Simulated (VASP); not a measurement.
# LiH (Fm-3m) in VASP: notebook, part 2 of 2

VASP 6.6.1.

### Step 3. Vibrations by perturbation theory, PBE

This run uses another cell than the first one, of 8.25 Å³/atom.

Input file INCAR:

```
SYSTEM = LiH
PREC     = Accurate       ! precision mode
ENCUT    = 520            ! plane-wave cutoff, eV
EDIFF    = 1E-8           ! SCF threshold, eV
ISMEAR   = 0              ! smearing method
SIGMA    = 0.01           ! smearing width, eV
LREAL    = .FALSE.        ! projectors in reciprocal space
LASPH    = .TRUE.         ! aspherical terms in the spheres
NELM     = 80             ! most SCF steps
ALGO     = Normal         ! electronic algorithm
ISIF     = 2              ! what is computed and relaxed
LWAVE    = .FALSE.        ! write WAVECAR
LCHARG   = .TRUE.         ! write CHGCAR
GGA      = PE             ! functional
IBRION   = 8              ! ionic algorithm
NSW      = 1              ! ionic steps
LEPSILON = .TRUE.         ! dielectric tensor by DFPT
```

Input file KPOINTS:

```
regular mesh
0
G
  10 10 10
  0 0 0
```

Input file POSCAR:

```
LiH
1.0
    0.0000000000      2.0209000000      2.0209000000
    2.0209000000      0.0000000000      2.0209000000
    2.0209000000      2.0209000000      0.0000000000
Li H
1 1
Direct
    0.0000000000      0.0000000000      0.0000000000
    0.5000000000      0.5000000000      0.5000000000
```

Potentials or basis: VASP PAW PBE potentials, release 64 (Li_sv, H).

Started as:

```
$ cat potpaw_PBE.64/Li_sv/POTCAR potpaw_PBE.64/H/POTCAR > POTCAR
$ mpirun -np 1 vasp_std > vasp.out
```

OUTCAR:

```text
SYSTEM = LiH
   PREC = Accurate
   ENCUT = 520
   EDIFF = 1E-8
   ISMEAR = 0
   LREAL = .FALSE.
   LASPH = .TRUE.
   NELM = 80
   ISIF = 2
   GGA = PE
   IBRION = 8
   NSW = 1
   LEPSILON = .TRUE.

 ion  position               nearest neighbor table
   1  0.000  0.000  0.000-
   2  0.500  0.500  0.500-

  LATTYP: Found a face centered cubic cell.
 ALAT       =     4.0418000000

  Lattice vectors:

 A1 = (   0.0000000000,   2.0209000000,   2.0209000000)
 A2 = (   2.0209000000,   0.0000000000,   2.0209000000)
 A3 = (   2.0209000000,   2.0209000000,   0.0000000000)

Analysis of symmetry for initial positions (statically):
=====================================================================
 Subroutine PRICEL returns:
 Original cell was already a primitive cell.

 Routine SETGRP: Setting up the symmetry group for a
 face centered cubic supercell.

 Subroutine GETGRP returns: Found 48 space group operations
 (whereof 48 operations were pure point group operations)
 out of a pool of 48 trial point group operations.

The static configuration has the point symmetry O_h .

Analysis of symmetry for dynamics (positions and initial velocities):
=====================================================================
 Subroutine PRICEL returns:
 Original cell was already a primitive cell.

 Routine SETGRP: Setting up the symmetry group for a
 face centered cubic supercell.

 Subroutine GETGRP returns: Found 48 space group operations
 (whereof 48 operations were pure point group operations)
 out of a pool of 48 trial point group operations.

The dynamic configuration has the point symmetry O_h .

 Subroutine INISYM returns: Found 48 space group operations
 (whereof 48 operations are pure point group operations),
 and found     1 'primitive' translations

----------------------------------------------------------------------------------------

                                     Primitive cell

  volume of cell :      16.5069

  direct lattice vectors                    reciprocal lattice vectors
     0.000000000  2.020900000  2.020900000    -0.247414518  0.247414518  0.247414518
     2.020900000  0.000000000  2.020900000     0.247414518 -0.247414518  0.247414518
     2.020900000  2.020900000  0.000000000     0.247414518  0.247414518 -0.247414518

  length of vectors
[... 407 lines left out ...]
     0.00000  0.00053  0.00000           (  0.00000  0.00001  0.00000)
     0.00000  0.00000 -0.00024           (  0.00000  0.00000  0.00000)

 PIEZOELECTRIC TENSOR FIELD DIRECTION 3  (C/m^2)
 -----------------------------------------------------------------------------
     0.00051  0.00000  0.00000
     0.00000  0.00051  0.00000
     0.00000  0.00000 -0.00023

--------------------------------------- Ionic step        4  -------------------------------------------

------------------------ aborting loop because EDIFF is reached ----------------------------------------

[... ionic steps 5 to 6 ...]

--------------------------------------- Ionic step        7  -------------------------------------------

 Free energy of the ion-electron system (eV)
  ---------------------------------------------------
  ---------------------------------------------------
  free energy    TOTEN  =        -0.01838817 eV

  energy without entropy =       -0.01838817

------------------------ aborting loop because EDIFF is reached ----------------------------------------

 INTERNAL STRAIN TENSOR  FOR ION    2  DIRECTION 1   (eV/Angst):
 -----------------------------------------------------------------------------
     0.00106  0.00000 -0.00000
     0.00000 -0.00369 -0.00000
     0.00000 -0.00000 -0.00369

 MACROSCOPIC STATIC DIELECTRIC TENSOR (including local field effects in DFT)
 ------------------------------------------------------
           4.363708    -0.000000    -0.000000
          -0.000000     4.363708    -0.000000
          -0.000000    -0.000000     4.363708
 ------------------------------------------------------

 PIEZOELECTRIC TENSOR (including local field effects)  for field in x, y, z        (e  Angst)
          XX          YY          ZZ          XY          YZ          ZX
  --------------------------------------------------------------------------------
  x     0.00000     0.00000     0.00000     0.00000     0.00000     0.00000
  y     0.00000     0.00000     0.00000     0.00000     0.00000     0.00000
  z     0.00000     0.00000     0.00000     0.00000     0.00000     0.00000

 PIEZOELECTRIC TENSOR (including local field effects)  for field in x, y, z        (C/m^2)
          XX          YY          ZZ          XY          YZ          ZX
  --------------------------------------------------------------------------------
  x     0.00000     0.00000     0.00000     0.00000     0.00000     0.00000
  y     0.00000     0.00000     0.00000     0.00000     0.00000     0.00000
  z     0.00000     0.00000     0.00000     0.00000     0.00000     0.00000

 BORN EFFECTIVE CHARGES (including local field effects) (in |e|, cummulative output)
 ---------------------------------------------------------------------------------
 ion    1
    1     1.02418     0.00000    -0.00000
    2     0.00000     1.02418    -0.00000
    3    -0.00000     0.00000     1.02418
 ion    2
    1    -1.02418    -0.00000     0.00000
    2    -0.00000    -1.02418     0.00000
    3     0.00000    -0.00000    -1.02418

 INTERNAL STRAIN TENSOR FOR ION    2 for displacements in x,y,z  (eV/Angst):
          X           Y           Z          XY          YZ          ZX
  --------------------------------------------------------------------------------
  x     0.00000     0.00000     0.00000     0.00000     0.00000     0.00000
  y     0.00000     0.00000     0.00000     0.00000     0.00000     0.00000
  z     0.00000     0.00000     0.00000     0.00000     0.00000     0.00000

 SECOND DERIVATIVES (NOT SYMMETRIZED)
 ------------------------------------
               1X          1Y          1Z          2X          2Y          2Z
  1X    -0.971115    0.000000    0.000000    0.971115    0.000000    0.000000
  1Y     0.000000   -0.971115    0.000000    0.000000    0.971115    0.000000
  1Z     0.000000    0.000000   -0.971115    0.000000    0.000000    0.971115
  2X     1.005213    0.000000    0.000000   -1.005213    0.000000    0.000000
  2Y     0.000000    1.005213    0.000000    0.000000   -1.005213    0.000000
  2Z     0.000000    0.000000    1.005213    0.000000    0.000000   -1.005213

 Eigenvectors and eigenvalues of the dynamical matrix
 ----------------------------------------------------

   1 f  =   16.719465 THz   105.051499 2PiTHz  557.701333 cm-1    69.146122 meV
             X         Y         Z           dx          dy          dz
      0.000000  0.000000  0.000000    -0.329363   -0.112543    0.000000
      2.020900  2.020900  2.020900     0.887113    0.303126    0.000000
[... 21 lines left out ...]
   6 f/i=    0.094130 THz     0.591434 2PiTHz    3.139829 cm-1     0.389289 meV
             X         Y         Z           dx          dy          dz
      0.000000  0.000000  0.000000     0.091393   -0.933005    0.001547
      2.020900  2.020900  2.020900     0.033932   -0.346402    0.000574

--------------------------------------------------------------------------------------------------------

 MACROSCOPIC STATIC DIELECTRIC TENSOR IONIC CONTRIBUTION
 ------------------------------------------------------
          11.634908     0.000000    -0.000000
           0.000000    11.634908    -0.000000
          -0.000000    -0.000000    11.634908
 ------------------------------------------------------

 ELASTIC MODULI CONTR FROM IONIC RELAXATION (kBar)
 Direction    XX          YY          ZZ          XY          YZ          ZX
 --------------------------------------------------------------------------------
 XX           0.0000      0.0000      0.0000      0.0000      0.0000      0.0000
 YY           0.0000      0.0000      0.0000      0.0000      0.0000      0.0000
 ZZ           0.0000      0.0000      0.0000      0.0000      0.0000      0.0000
 XY           0.0000      0.0000      0.0000      0.0000      0.0000      0.0000
 YZ           0.0000      0.0000      0.0000      0.0000      0.0000      0.0000
 ZX           0.0000      0.0000      0.0000      0.0000      0.0000      0.0000
 --------------------------------------------------------------------------------

 PIEZOELECTRIC TENSOR IONIC CONTR  for field in x, y, z        (C/m^2)
          XX          YY          ZZ          XY          YZ          ZX
  --------------------------------------------------------------------------------
  x     0.00000     0.00000     0.00000     0.00000     0.00000     0.00000
  y     0.00000     0.00000     0.00000     0.00000     0.00000     0.00000
  z     0.00000     0.00000     0.00000     0.00000     0.00000     0.00000
```

Wall time 2.6 min (1 thread of Intel Xeon 8259CL, shared host); peak memory 0.16 GiB.

What came out:

```
Electronic dielectric tensor (diagonal) : 4.36
Born charges (mean of the diagonal)     : Li +1.02; H -1.02 e
Highest phonon frequency at Γ           : 558 cm⁻¹
```

Phonon frequencies in cm⁻¹ (negative: imaginary):
```
              q point           frequencies
(0.000, 0.000, 0.000)  -3 -3 -3 558 558 558
```

Electronic dielectric tensor:
```
4.36 0.00 0.00
0.00 4.36 0.00
0.00 0.00 4.36
```

Born effective charge tensors (e):
atom 1, Li
```
1.02 0.00 0.00
0.00 1.02 0.00
0.00 0.00 1.02
```
atom 2, H
```
-1.02  0.00  0.00
 0.00 -1.02  0.00
 0.00  0.00 -1.02
```

Caveat: the cell stands under pressure or tension, which shifts response properties; the cutoff is under 1.25 times the usual one of these potentials, so pressure, stress and relaxed cells hold a basis-set (Pulay) error.

### Step 4. Vibrations by perturbation theory, PBE

This run uses another cell than the first one, of 8.82 Å³/atom.

Input file INCAR:

```
PREC     = Accurate       # precision mode
ENCUT    = 520            # plane-wave cutoff, eV
EDIFF    = 1E-8           # SCF threshold, eV
ISMEAR   = 0              # smearing method
SIGMA    = 0.01           # smearing width, eV
LREAL    = False          # projectors in reciprocal space
LASPH    = True           # aspherical terms in the spheres
NELM     = 100            # most SCF steps
ALGO     = Normal         # electronic algorithm
ISIF     = 2              # what is computed and relaxed
LWAVE    = False          # write WAVECAR
LCHARG   = True           # write CHGCAR
GGA      = PE             # functional
IBRION   = 8              # ionic algorithm
NSW      = 1              # ionic steps
LEPSILON = True           # dielectric tensor by DFPT
```

Input file KPOINTS:

```
Automatic mesh
0
Gamma
  10 10 10
```

Input file POSCAR:

```
LiH
1.0
    0.0000000000      2.0661000000      2.0661000000
    2.0661000000      0.0000000000      2.0661000000
    2.0661000000      2.0661000000      0.0000000000
Li H
1 1
Direct
    0.0000000000      0.0000000000      0.0000000000
    0.5000000000      0.5000000000      0.5000000000
```

Potentials or basis: VASP PAW PBE potentials, release 64 (Li_sv, H).

Started as:

```
$ cat potpaw_PBE.64/Li_sv/POTCAR potpaw_PBE.64/H/POTCAR > POTCAR
$ mpirun -np 1 vasp_std > vasp.out
```

OUTCAR:

```text
PREC = Accurate
   ENCUT = 520
   EDIFF = 1E-8
   ISMEAR = 0
   LREAL = False
   LASPH = True
   NELM = 100
   ISIF = 2
   GGA = PE
   IBRION = 8
   NSW = 1
   LEPSILON = True

 ion  position               nearest neighbor table
   1  0.000  0.000  0.000-
   2  0.500  0.500  0.500-

  LATTYP: Found a face centered cubic cell.
 ALAT       =     4.1322000000

  Lattice vectors:

 A1 = (   0.0000000000,   2.0661000000,   2.0661000000)
 A2 = (   2.0661000000,   0.0000000000,   2.0661000000)
 A3 = (   2.0661000000,   2.0661000000,   0.0000000000)

Analysis of symmetry for initial positions (statically):
=====================================================================
 Subroutine PRICEL returns:
 Original cell was already a primitive cell.

 Routine SETGRP: Setting up the symmetry group for a
 face centered cubic supercell.
[... 513 lines left out ...]
  z     0.00000     0.00000     0.00000     0.00000     0.00000     0.00000

 SECOND DERIVATIVES (NOT SYMMETRIZED)
 ------------------------------------
               1X          1Y          1Z          2X          2Y          2Z
  1X    -0.811381    0.000000    0.000000    0.811381    0.000000    0.000000
  1Y     0.000000   -0.811381    0.000000    0.000000    0.811381    0.000000
  1Z     0.000000    0.000000   -0.811381    0.000000    0.000000    0.811381
  2X     0.781534    0.000000    0.000000   -0.781534    0.000000    0.000000
  2Y     0.000000    0.781534    0.000000    0.000000   -0.781534    0.000000
  2Z     0.000000    0.000000    0.781534    0.000000    0.000000   -0.781534

 Eigenvectors and eigenvalues of the dynamical matrix
 ----------------------------------------------------

   1 f  =   14.808918 THz    93.047179 2PiTHz  493.972347 cm-1    61.244738 meV
             X         Y         Z           dx          dy          dz
      0.000000  0.000000  0.000000     0.351081    0.075947   -0.000000
      2.066100  2.066100  2.066100    -0.912161   -0.197321   -0.000000
[... 21 lines left out ...]
   6 f/i=    0.093024 THz     0.584485 2PiTHz    3.102937 cm-1     0.384715 meV
             X         Y         Z           dx          dy          dz
      0.000000  0.000000  0.000000    -0.113874   -0.895266    0.237707
      2.066100  2.066100  2.066100    -0.043829   -0.344579    0.091491

--------------------------------------------------------------------------------------------------------

 MACROSCOPIC STATIC DIELECTRIC TENSOR IONIC CONTRIBUTION
 ------------------------------------------------------
          13.719732    -0.000000    -0.000000
          -0.000000    13.719732    -0.000000
          -0.000000    -0.000000    13.719732
 ------------------------------------------------------

 ELASTIC MODULI CONTR FROM IONIC RELAXATION (kBar)
 Direction    XX          YY          ZZ          XY          YZ          ZX
 --------------------------------------------------------------------------------
 XX           0.0000      0.0000      0.0000      0.0000      0.0000      0.0000
 YY           0.0000      0.0000      0.0000      0.0000      0.0000      0.0000
 ZZ           0.0000      0.0000      0.0000      0.0000      0.0000      0.0000
 XY           0.0000      0.0000      0.0000      0.0000      0.0000      0.0000
 YZ           0.0000      0.0000      0.0000      0.0000      0.0000      0.0000
 ZX           0.0000      0.0000      0.0000      0.0000      0.0000      0.0000
 --------------------------------------------------------------------------------

 PIEZOELECTRIC TENSOR IONIC CONTR  for field in x, y, z        (C/m^2)
          XX          YY          ZZ          XY          YZ          ZX
  --------------------------------------------------------------------------------
  x     0.00000     0.00000     0.00000     0.00000     0.00000     0.00000
  y     0.00000     0.00000     0.00000     0.00000     0.00000     0.00000
  z     0.00000     0.00000     0.00000     0.00000     0.00000     0.00000
```

stdout:

```text
POSCAR found type information on POSCAR LiH
 POSCAR found :  2 types and       2 ions
 scaLAPACK will be used
 LDA part: xc-table for (Slater+PW92), standard interpolation
 POSCAR, INCAR and KPOINTS ok, starting setup
 FFT: planning ... GRIDC
 FFT: planning ... GRID_SOFT
 FFT: planning ... GRID
 WAVECAR not read
 entering main loop
[... 23 lines left out ...]
  Direction:   3
 dielectric tensor                  component  3 :    -0.023    -0.173     4.251
 Linear response DOF=           2
 Linear response progress:
 first order change of Fermi-energy  -0.48189E-04
 force on displaced ion       1 direction 1 :  -0.811   0.000   0.000
 Born effective charge ion    1 direction 1 :   1.032   0.000   0.000
 Linear response progress:
 first order change of Fermi-energy   0.69873E-04
 force on displaced ion       2 direction 1 :  -0.782   0.000   0.000
 Born effective charge ion    2 direction 1 :  -1.032   0.000   0.000
 Born effective charges drift removed
 Linear response finished
```

Run time: 2.6 min. Hardware: 1 thread of Intel Xeon 8259CL, shared host; peak memory 0.16 GiB.

What came out:

| Item | Value |
| --- | --- |
| Electronic dielectric tensor (diagonal) | 4.25 |
| Born charges (mean of the diagonal) | Li +1.03; H -1.03 e |
| Highest phonon frequency at Γ | 494 cm⁻¹ |

Phonon frequencies in cm⁻¹ (negative: imaginary):
```tsv
q point	frequencies
(0.000, 0.000, 0.000)	-3 -3 -3 494 494 494
```

Electronic dielectric tensor:
```
4.25 0.00 0.00
0.00 4.25 0.00
0.00 0.00 4.25
```

Born effective charge tensors (e):
atom 1, Li
```
1.03 0.00 0.00
0.00 1.03 0.00
0.00 0.00 1.03
```
atom 2, H
```
-1.03  0.00  0.00
 0.00 -1.03  0.00
 0.00  0.00 -1.03
```

Caveat: the cell stands under pressure or tension, which shifts response properties; the cutoff is under 1.25 times the usual one of these potentials, so pressure, stress and relaxed cells hold a basis-set (Pulay) error.
